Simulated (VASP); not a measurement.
# TaN (I4/mmm) in VASP: further runs, part 2 of 2

VASP 6.6.1. The steps go on from the part before.

## Step 3: Single point, r2SCAN (biaxial strain in the a-b plane: +3.0 %, then relaxed in part)

POSCAR reads:

```
TaN
1.0
    2.2642143050      2.2642143050      0.0000000000
   -2.2642143050      2.2642143050      0.0000000000
    0.0000000000      0.0000000000      4.3449623697
Ta N
2 2
Direct
    0.5000000000      0.5000000000      0.0000000000
    0.0000000000      0.0000000000      0.5000000000
    0.0000000000      0.0000000000      0.0000000000
    0.5000000000      0.5000000000      0.5000000000
```

INCAR.step1 reads:

```
SYSTEM = TaN
PREC = Accurate
ENCUT = 520
ISMEAR = 0
SIGMA = 0.1
LREAL = .FALSE.
LASPH = .TRUE.
NELM = 100
NBANDS = 24
GGA = PE
ALGO = Normal
EDIFF = 1E-4
LWAVE = .TRUE.
LCHARG = .FALSE.
```

INCAR.step2 reads:

```
SYSTEM = TaN
PREC = Accurate
ENCUT = 520
EDIFF = 1E-6
ISMEAR = 0
SIGMA = 0.1
LREAL = .FALSE.
LASPH = .TRUE.
NELM = 100
ALGO = Normal
ISIF = 2
LWAVE = .FALSE.
LCHARG = .TRUE.
METAGGA = R2SCAN
LMIXTAU = .TRUE.
LELF = .TRUE.
LVHAR = .TRUE.
NBANDS = 24
ISTART = 1
```

KPOINTS reads:

```
regular mesh
0
G
  16 16 12
  0 0 0
```

Potentials or basis: VASP PAW PBE potentials, release 64 (Ta_pv, N).

The run is started by

```sh
$ cat potpaw_PBE.64/Ta_pv/POTCAR potpaw_PBE.64/N/POTCAR > POTCAR
$ cp INCAR.step1 INCAR
$ mpirun -np 1 vasp_std > vasp.out
$ cp INCAR.step2 INCAR
$ mpirun -np 1 vasp_std > vasp.out
```

OUTCAR:

```text
SYSTEM = TaN
   PREC = Accurate
   ENCUT = 520
   EDIFF = 1E-6
   ISMEAR = 0
   LREAL = .FALSE.
   LASPH = .TRUE.
   NELM = 100
   ISIF = 2
   METAGGA = R2SCAN
   ISTART = 1

 ion  position               nearest neighbor table
   1  0.500  0.500  0.000-   4 2.17   4 2.17   3 2.26   3 2.26   3 2.26   3 2.26   2 3.14   2 3.14
                             2 3.14   2 3.14   2 3.14   2 3.14   2 3.14   2 3.14
   2  0.000  0.000  0.500-   3 2.17   3 2.17   4 2.26   4 2.26   4 2.26   4 2.26   1 3.14   1 3.14
                             1 3.14   1 3.14   1 3.14   1 3.14   1 3.14   1 3.14
   3  0.000  0.000  0.000-   2 2.17   2 2.17   1 2.26   1 2.26   1 2.26   1 2.26
   4  0.500  0.500  0.500-   1 2.17   1 2.17   2 2.26   2 2.26   2 2.26   2 2.26

  LATTYP: Found a simple tetragonal cell.
 ALAT       =     3.2020825783
 C/A-ratio  =     1.3569176508

  Lattice vectors:

 A1 = (   2.2642143050,   2.2642143050,   0.0000000000)
 A2 = (  -2.2642143050,   2.2642143050,   0.0000000000)
 A3 = (   0.0000000000,   0.0000000000,   4.3449623697)

Analysis of symmetry for initial positions (statically):
=====================================================================
 Subroutine PRICEL returns following result:

  LATTYP: Found a body centered tetragonal cell.
 ALAT       =     3.2020825783
[... 195 lines left out ...]
 fundamental gap:      0.0059927527
 Fermi energy:         9.0793492117

 k-point     1 :       0.0000    0.0000    0.0000
  band No.  band energies     occupation
      1     -28.7556      2.00000
      2     -28.4273      2.00000
      3     -28.4273      2.00000
      4     -28.1517      2.00000
      5     -28.1517      2.00000
      6     -28.1247      2.00000
[... 637 lines left out ...]
     23      14.7424      0.00000
     24      14.7424      0.00000

 [... further k-points ...]

------------------------ aborting loop because EDIFF is reached ----------------------------------------

  FORCE on cell =-STRESS in cart. coord.  units (eV):
  Direction    XX          YY          ZZ          XY          YZ          ZX
  --------------------------------------------------------------------------------------
  -------------------------------------------------------------------------------------
  Total       -5.3061569     -5.3061569      0.4730948      0.0000000      0.0000000      0.0000000
  in kB     -190.8268996   -190.8268996     17.0140485      0.0000000      0.0000000      0.0000000
  external PRESSURE =    -121.5465836 kB  Pullay stress =       0.0000000 kB

 VOLUME and BASIS-vectors are now :
 -----------------------------------------------------------------------------
  energy-cutoff  :      520.00
  volume of cell :       44.55
      direct lattice vectors                 reciprocal lattice vectors
     2.264214305  2.264214305  0.000000000     0.220827154  0.220827154  0.000000000
    -2.264214305  2.264214305  0.000000000    -0.220827154  0.220827154  0.000000000
     0.000000000  0.000000000  4.344962370     0.000000000  0.000000000  0.230151590

 POSITION                                       TOTAL-FORCE (eV/Angst)
 -----------------------------------------------------------------------------------
      0.00000      2.26421      0.00000         0.000000     -0.000000     -0.000000
      0.00000      0.00000      2.17248         0.000000     -0.000000      0.000000
      0.00000      0.00000      0.00000        -0.000000      0.000000      0.000000
      0.00000      2.26421      2.17248        -0.000000      0.000000     -0.000000
 -----------------------------------------------------------------------------------
    total drift:                                0.000000     -0.000000     -0.000000

  FREE ENERGIE OF THE ION-ELECTRON SYSTEM (eV)
  ---------------------------------------------------
  free  energy   TOTEN  =      -119.1027947829 eV

  energy  without entropy=     -119.0952138642  energy(sigma->0) =     -119.09900432
```

It took 13 min on 1 thread of Intel Xeon 8259CL, shared host; peak memory 0.39 GiB.

What came out:

| Quantity | Value |
| --- | --- |
| Free energy | -119.1028 eV |
| Pressure | -12.2 GPa |
| Band gap on the k mesh | zero (bands 16 and 17 overlap by 3.80 eV) |

Levels at points of the mesh, in eV from the Fermi level:
| k point | band 12 | band 13 | band 14 | band 15 | band 16 | band 17 | band 18 | band 19 | band 20 | band 21 |
| --- | --- | --- | --- | --- | --- | --- | --- | --- | --- | --- |
| (0.00, 0.00, 0.00) | -5.00 | -4.04 | -4.04 | -3.90 | -2.17 | -2.17 | -1.71 | -0.13 | -0.02 | 1.85 |
| (0.50, 0.00, 0.00) | -7.20 | -6.52 | -6.52 | 0.25 | 0.25 | 0.42 | 0.42 | 1.49 | 1.49 | 3.43 |
| (0.50, 0.50, 0.00) | -5.24 | -4.86 | -4.86 | -4.74 | -4.74 | 1.95 | 1.95 | 3.03 | 3.03 | 3.52 |
| (0.00, 0.00, 0.50) | -5.31 | -5.31 | -5.31 | -3.87 | -3.87 | 0.89 | 0.89 | 1.82 | 1.82 | 1.82 |
| (0.50, 0.00, 0.50) | -7.67 | -7.65 | -7.65 | 1.60 | 1.60 | 1.98 | 1.98 | 2.01 | 2.01 | 3.93 |
| (0.50, 0.50, 0.50) | -7.16 | -7.16 | -7.16 | 0.27 | 0.27 | 0.27 | 0.27 | 3.05 | 3.05 | 3.41 |

Caveat: the cell differs from its parent crystal (biaxial strain in the a-b plane: +3.0 %, then relaxed in part); the cell stands under tension; the PAW data sets were made with another functional, which shifts forces and pressure a little; spin-orbit coupling is left out, which moves the levels of the heavy elements.
